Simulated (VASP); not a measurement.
Wanted: the native input for a VASP 6.6.1 run.

| Item | Value |
| --- | --- |
| Task | single point |
| Functional | BLYP |
| Potentials or basis | VASP PAW PBE potentials, release 64 (Lu) |
| Cutoff | 520 eV |
| k mesh | 12 × 12 × 4 |
| Occupations | fermi-dirac, width 0.1 eV |
| Spin | no spin polarisation |
| Dipole correction | no |
| Further INCAR settings | ALGO = Normal; EDIFF = 1e-07; NBANDS = 58 |

The structure of Lu lies in POSCAR:

```
Lu
1.0
    3.6343849573      0.0000000000      0.0000000000
   -1.8171924786      3.1474697001      0.0000000000
    0.0000000000      0.0000000000     11.6388224120
Lu
4
Direct
    1.0000000000      0.0000000000      1.0000000000
    1.0000000000      1.0000000000      0.5000000000
    0.3333333333      0.6666666667      0.2500000000
    0.6666666667      0.3333333333      0.7500000000
```

These files were run (other wordings do the same):

INCAR

```
PREC = Accurate
ENCUT = 520
EDIFF = 1E-7
ISMEAR = -1
SIGMA = 0.1
LREAL = F
LASPH = T
NELM = 60
ALGO = Normal
ISIF = 2
LWAVE = F
LCHARG = F
GGA = B5
ALDAX = 1.0
AGGAX = 1.0
AGGAC = 1.0
ALDAC = 0.0
NBANDS = 58
```

KPOINTS

```
Automatic mesh
0
Gamma
  12 12 4
```

Potentials or basis: VASP PAW PBE potentials, release 64 (Lu).

Launch:

```console
$ cat potpaw_PBE.64/Lu/POTCAR > POTCAR
$ mpirun -np 1 vasp_std > vasp.out
```

Results of the run:

| Property | Result |
| --- | --- |
| Pressure | -3.8 GPa |
| Band gap on the k mesh | zero (bands 50 and 51 overlap by 1.29 eV) |

Caveat: the cell stands under tension; the PAW data sets were made with another functional, which shifts forces and pressure a little; spin-orbit coupling is left out, which moves the levels of the heavy elements.

It took 17 min on 1 thread of AMD EPYC 7R43 64-Core Processor (Zen 3) (shared host), peak memory 0.41 GiB.
